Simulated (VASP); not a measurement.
Here is a VASP 6.6.1 calculation.

INCAR

```
SYSTEM = Zr
ALGO = Normal
EDIFF = 1E-7
ENCUT = 520
GGA = PE
ISIF = 2
ISMEAR = -1
ISPIN = 2
LASPH = .True.
LCHARG = .False.
LMAXMIX = 4
LORBIT = 11
LREAL = .False.
LWAVE = .False.
MAGMOM = 1
NBANDS = 16
NELM = 150
PREC = Accurate
SIGMA = 0.05
```

File KPOINTS:

```
k-points
0
Gamma
  12 12 12
  0 0 0
```

Contents of POSCAR:

```
Zr
1.0
    0.0000000000      2.2609290331      2.2609290331
    2.2609290331      0.0000000000      2.2609290331
    2.2609290331      2.2609290331      0.0000000000
Zr
1
Direct
    0.0000000000      0.0000000000      0.0000000000
```

Potentials or basis: VASP PAW PBE potentials, release 64 (Zr_sv).

Run with:

```bash
$ cat potpaw_PBE.64/Zr_sv/POTCAR > POTCAR
$ mpirun -np 1 vasp_std > vasp.out
```

Problem. Predict the band gap on the k mesh.

Solution. Zero (filled and empty bands overlap).

Problem. What does it give for the pressure?

Solution. 0.0 GPa.

Problem. What does it give for the net moment?

Solution. 0.00 μB per cell.
